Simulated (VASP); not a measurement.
# Rh (P6_3/mmc) in VASP: further runs, part 2 of 3

VASP 6.6.1. Earlier steps stand in the parts before.

## 4. Single point, PBEsol

This run uses another cell than the first one, of 13.55 Å³/atom, 0.909 times its volume.

File INCAR:

```
  ALGO = Fast
  EDIFF = 1E-6
  ENCUT = 520
  GGA = PS
  ISIF = 2
  ISMEAR = 0
  LASPH = True
  LCHARG = False
  LREAL = False
  LWAVE = False
  NBANDS = 22
  NELM = 60
  PREC = Accurate
  SIGMA = 0.1
```

File KPOINTS:

```
k-points
0
Gamma
  18 18 10
```

File POSCAR:

```
Rh
1.0
    2.6887360847      0.0000000000      0.0000000000
   -1.3443680423      2.3285137534      0.0000000000
    0.0000000000      0.0000000000      4.3290202440
Rh
2
Direct
    0.6666666667      0.3333333333      0.7500000000
    0.3333333333      0.6666666667      0.2500000000
```

Potentials or basis: VASP PAW PBE potentials, release 64 (Rh_pv).

Command:

```bash
cat potpaw_PBE.64/Rh_pv/POTCAR > POTCAR
mpirun -np 1 vasp_std > vasp.out
```

OUTCAR:

```text
EDIFF = 1E-6
   ENCUT = 520
   GGA = PS
   ISIF = 2
   ISMEAR = 0
   LASPH = True
   LREAL = False
   NELM = 60
   PREC = Accurate

 ion  position               nearest neighbor table
   1  0.667  0.333  0.750-   2 2.66   2 2.66   2 2.66   2 2.66   2 2.66   2 2.66
   2  0.333  0.667  0.250-   1 2.66   1 2.66   1 2.66   1 2.66   1 2.66   1 2.66

  LATTYP: Found a hexagonal cell.
 ALAT       =     2.6887360847
 C/A-ratio  =     1.6100577028

  Lattice vectors:

 A1 = (   2.6887360847,   0.0000000000,   0.0000000000)
 A2 = (  -1.3443680423,   2.3285137534,   0.0000000000)
 A3 = (   0.0000000000,   0.0000000000,   4.3290202440)

Analysis of symmetry for initial positions (statically):
=====================================================================
 Subroutine PRICEL returns:
 Original cell was already a primitive cell.

 Routine SETGRP: Setting up the symmetry group for a
 hexagonal supercell.

 Subroutine GETGRP returns: Found 24 space group operations
 (whereof 12 operations were pure point group operations)
 out of a pool of 24 trial point group operations.

The static configuration has the point symmetry D_3d.
 The point group associated with its full space group is D_6h.

Analysis of symmetry for dynamics (positions and initial velocities):
=====================================================================
 Subroutine PRICEL returns:
 Original cell was already a primitive cell.

 Routine SETGRP: Setting up the symmetry group for a
 hexagonal supercell.

 Subroutine GETGRP returns: Found 24 space group operations
 (whereof 12 operations were pure point group operations)
 out of a pool of 24 trial point group operations.

The dynamic configuration has the point symmetry D_3d.
 The point group associated with its full space group is D_6h.

 Subroutine INISYM returns: Found 24 space group operations
 (whereof 12 operations are pure point group operations),
 and found     1 'primitive' translations

----------------------------------------------------------------------------------------

                                     Primitive cell

  volume of cell :      27.1030

  direct lattice vectors                    reciprocal lattice vectors
     2.688736085  0.000000000  0.000000000     0.371921962  0.214729245  0.000000000
    -1.344368042  2.328513753  0.000000000     0.000000000  0.429458490  0.000000000
     0.000000000  0.000000000  4.329020244     0.000000000  0.000000000  0.230999151

  length of vectors
     2.688736085  2.688736085  4.329020244     0.429458490  0.429458490  0.230999151

  position of ions in fractional coordinates (direct lattice)
     0.666666667  0.333333333  0.750000000
     0.333333333  0.666666667  0.250000000

  ion indices of the primitive-cell ions
   primitive index   ion index
                 1           1
                 2           2

----------------------------------------------------------------------------------------

 KPOINTS: k-points

Automatic generation of k-mesh.
 Grid dimensions read from file:
 generate k-points for:   18   18   10

 Generating k-lattice:

  Cartesian coordinates                     Fractional coordinates (reciprocal lattice)
     0.020662331  0.011929402  0.000000000     0.055555556  0.000000000  0.000000000
     0.000000000  0.023858805  0.000000000     0.000000000  0.055555556  0.000000000
     0.000000000  0.000000000  0.023099915     0.000000000  0.000000000  0.100000000

  Length of vectors
     0.023858805  0.023858805  0.023099915

  Shift w.r.t. Gamma in fractional coordinates (k-lattice)
     0.000000000  0.000000000  0.000000000

 Subroutine IBZKPT returns following result:
 ===========================================

 Found    222 irreducible k-points:

 Following reciprocal coordinates:
            Coordinates               Weight
  0.000000  0.000000  0.000000      1.000000
  0.055556  0.000000  0.000000      6.000000
  0.111111  0.000000  0.000000      6.000000
  0.166667  0.000000  0.000000      6.000000
  0.222222  0.000000  0.000000      6.000000
  0.277778  0.000000  0.000000      6.000000
[... 16 lines left out ...]
  0.333333  0.111111  0.000000     12.000000
  0.388889  0.111111  0.000000     12.000000
 [... further k-points ...]
   k-points           NKPTS =    222   k-points in BZ     NKDIM =    222   number of bands    NBANDS=     22
   number of dos      NEDOS =    301   number of ions     NIONS =      2
   total plane-waves  NPLWV =  12800
   dimension x,y,z NGX =    20 NGY =   20 NGZ =   32
   dimension x,y,z NGXF=    40 NGYF=   40 NGZF=   64
   ions per type =               2
   NGX,Y,Z   is equivalent  to a cutoff of  12.37, 12.37, 12.29 a.u.
   NGXF,Y,Z  is equivalent  to a cutoff of  24.73, 24.73, 24.58 a.u.
 SYSTEM =  unknown system
   PREC   = accura    normal or accurate (medium, high low for compatibility)
   ISTART =      0    job   : 0-new  1-cont  2-samecut
   ICHARG =      2    charge: 1-file 2-atom 10-const
   ISPIN  =      1    spin polarized calculation?
   LNONCOLLINEAR =      F non collinear calculations
   LSORBIT =      F    spin-orbit coupling
   LASPH  =      T    aspherical Exc in radial PAW
   ENCUT  =  520.0 eV  38.22 Ry    6.18 a.u.   5.00  5.00  8.05*2*pi/ulx,y,z
   NELM   =     60;   NELMIN=  2; NELMDL= -5     # of ELM steps
   EDIFF  = 0.1E-05   stopping-criterion for ELM
   LREAL  =      F    real-space projection
   EDIFFG = 0.1E-04   stopping-criterion for IOM
   NSW    =      0    number of steps for IOM
   IBRION =     -1    ionic relax: 0-MD 1-quasi-New 2-CG
   NFREE  =      0    steps in history (QN), initial steepest desc. (CG)
   ISIF   =      2    stress and relaxation
   ISYM   =      2    0-nonsym 1-usesym 2-fastsym
   POTIM  = 0.5000    time-step for ionic-motion
   TEBEG  =    0.0;   TEEND  =   0.0 temperature during run
   PSTRESS=    0.0 pullay stress
   NELECT =      30.0000    total number of electrons
   NUPDOWN=      -1.0000    fix difference up-down
   EMIN   =  10.00;   EMAX   =-10.00  energy-range for DOS
   EFERMI =   0.00;   METHOD = LEGACY
   ISMEAR =     0;   SIGMA  =   0.10  broadening in eV -4-tet -1-fermi 0-gaus
   EFERMI_NEDOS =   21; number of points for ismear=-14 and -15
   IALGO  =     68    algorithm
   IMIX   =      4    mixing-type and parameters
     AMIX     =   0.40;   BMIX     =  1.00
     AMIX_MAG =   1.60;   BMIX_MAG =  1.00
  volume/ion in A,a.u.               =      13.55        91.45
  Fermi-wavevector in a.u.,A,eV,Ry     =   1.693466  3.200186 39.019139  2.867826
  Thomas-Fermi vector in A             =   2.774866
   LORBIT       =      0    0 simple, 1 ext, 2 COOP (PROOUT), +10 PAW based schemes
   GGA     = PS    functional components
   LHFCALC =     F    Hartree Fock is set to
   AEXX    =    0.0000 exact exchange contribution
   IVDW    =     0    specifies the selected vdW correction
   LEPSILON=     F    determine dielectric tensor
   LRPA    =     F    only Hartree local field effects (RPA)
 non-spin polarized calculation
 RMM-DIIS sequential band-by-band and
 Gauss-broadening in eV      SIGMA  =   0.10
  energy-cutoff  :      520.00
  volume of cell :       27.10
 maximum number of plane-waves:       756
 NGX is ok and might be reduce to    20
   NGX =  9   NGY =  9   NGZ = 17

 number of electron      30.0000003 magnetization

 Free energy of the ion-electron system (eV)
  ---------------------------------------------------
  ext. energy  EPLUGINS =         0.00000000
  ---------------------------------------------------
  free energy    TOTEN  =       -16.20440992 eV

  energy without entropy =      -16.18885916  energy(sigma->0) =      -16.19663454

 E-fermi :  12.1325     XC(G=0): -14.3099

 val. band max:       12.1300033077   @ k =   0.3889   0.1667   0.0000
 cond. band min:      12.1332297820   @ k =   0.2778   0.0000   0.4000
 fundamental gap:      0.0032264743
 Fermi energy:        12.1324751819

 k-point     1 :       0.0000    0.0000    0.0000
  band No.  band energies     occupation
      1     -35.1334      2.00000
      2     -34.4288      2.00000
      3     -34.4288      2.00000
      4     -34.3321      2.00000
      5     -34.3131      2.00000
      6     -34.3131      2.00000
[... 14 lines left out ...]
     21      30.2563      0.00000
     22      30.8605      0.00000
[... 552 lines left out ...]
  band No.  band energies     occupation
      1     -34.9614      2.00000
      2     -34.8392      2.00000
      3     -34.7905      2.00000
      4     -34.6306      2.00000
      5     -34.5284      2.00000
      6     -34.4521      2.00000
[... 14 lines left out ...]
     21      23.9978      0.00000
     22      26.9382      0.00000

 [... further k-points ...]

------------------------ aborting loop because EDIFF is reached ----------------------------------------

  FORCE on cell =-STRESS in cart. coord.  units (eV):
  Direction    XX          YY          ZZ          XY          YZ          ZX
  --------------------------------------------------------------------------------------
  -------------------------------------------------------------------------------------
  Total        0.0011263      0.0011263      0.0020266      0.0000000      0.0000000      0.0000000
  in kB        0.0665790      0.0665790      0.1198025      0.0000000      0.0000000      0.0000000
  external PRESSURE =       0.0843202 kB  Pullay stress =       0.0000000 kB

 VOLUME and BASIS-vectors are now :
 -----------------------------------------------------------------------------
  energy-cutoff  :      520.00
  volume of cell :       27.10
      direct lattice vectors                 reciprocal lattice vectors
     2.688736085  0.000000000  0.000000000     0.371921962  0.214729245  0.000000000
    -1.344368042  2.328513753  0.000000000     0.000000000  0.429458490  0.000000000
     0.000000000  0.000000000  4.329020244     0.000000000  0.000000000  0.230999151

 POSITION                                       TOTAL-FORCE (eV/Angst)
 -----------------------------------------------------------------------------------
      1.34437      0.77617      3.24677         0.000000      0.000000      0.000000
     -0.00000      1.55234      1.08226        -0.000000     -0.000000      0.000000
 -----------------------------------------------------------------------------------
    total drift:                               -0.000000      0.000000     -0.000000

  FREE ENERGIE OF THE ION-ELECTRON SYSTEM (eV)
  ---------------------------------------------------
  free  energy   TOTEN  =       -16.2044099191 eV

  energy  without entropy=      -16.1888591591  energy(sigma->0) =      -16.19663454
```

OSZICAR:

```text
N       E                     dE             d eps       ncg     rms          rms(c)
DAV:   1     0.324639305984E+03    0.32464E+03   -0.18910E+04  9808   0.159E+03
DAV:   2    -0.102388737998E+02   -0.33488E+03   -0.32280E+03 10080   0.475E+02
DAV:   3    -0.173892547669E+02   -0.71504E+01   -0.71141E+01 11472   0.781E+01
DAV:   4    -0.174361109865E+02   -0.46856E-01   -0.46851E-01 10860   0.637E+00
DAV:   5    -0.174368429825E+02   -0.73200E-03   -0.73199E-03 11502   0.819E-01    0.164E+01
RMM:   6    -0.162534602765E+02    0.11834E+01   -0.26120E+00 10068   0.137E+01    0.537E+00
RMM:   7    -0.162129391005E+02    0.40521E-01   -0.13148E-01 10342   0.292E+00    0.219E+00
RMM:   8    -0.162058638406E+02    0.70753E-02   -0.27927E-02 10734   0.166E+00    0.521E-01
RMM:   9    -0.162043713884E+02    0.14925E-02   -0.37132E-03 11497   0.577E-01    0.149E-02
RMM:  10    -0.162044099886E+02   -0.38600E-04   -0.36443E-04 11521   0.198E-01    0.163E-02
RMM:  11    -0.162044107446E+02   -0.75608E-06   -0.32693E-05 12003   0.590E-02    0.781E-03
RMM:  12    -0.162044099191E+02    0.82553E-06   -0.75121E-06 11091   0.241E-02
   1 F= -.16204410E+02 E0= -.16196635E+02  d E =-.155508E-01
```

stdout:

```text
POSCAR found type information on POSCAR Rh
 POSCAR found :  1 types and       2 ions
 scaLAPACK will be used
 -----------------------------------------------------------------------------
|                                                                             |
|                                                                             |
|     You enforced a specific xc type in the INCAR file but a different       |
|     I HOPE YOU KNOW WHAT YOU ARE DOING!                                     |
|                                                                             |
 -----------------------------------------------------------------------------

 LDA part: xc-table for (Slater+PW92), standard interpolation
 POSCAR, INCAR and KPOINTS ok, starting setup
 FFT: planning ... GRIDC
 FFT: planning ... GRID_SOFT
 FFT: planning ... GRID
 WAVECAR not read
 entering main loop
```

Wall time 42 s (1 thread of Intel Xeon 6975P-C (Granite Rapids), shared host); peak memory 0.22 GiB.

What came out:

- Free energy: -16.2044 eV
- Pressure: 0.0 GPa
- Band gap on the k mesh: zero (band 15 reaches 12.79 eV, above the bottom of band 16 at 10.28 eV)

Levels at points of the mesh, in eV from the Fermi level:
```csv
k point,band 11,band 12,band 13,band 14,band 15,band 16,band 17,band 18,band 19,band 20
"(0.00, 0.00, 0.00)",-3.13,-2.58,-2.58,-2.01,-2.01,0.13,0.13,0.66,8.77,15.78
"(0.50, 0.00, 0.00)",-2.79,-2.30,-2.28,0.41,0.66,0.74,3.03,5.15,10.38,10.90
"(0.00, 0.00, 0.50)",-3.26,-3.26,-3.26,-3.26,-0.46,-0.46,-0.46,-0.46,14.87,14.87
"(0.50, 0.00, 0.50)",-1.76,-1.76,-0.36,-0.36,0.61,0.61,2.63,2.63,9.41,9.41
```

Caveat: the PAW data sets were made with another functional, which shifts forces and pressure a little.

(Continued in part 3 of 3.)
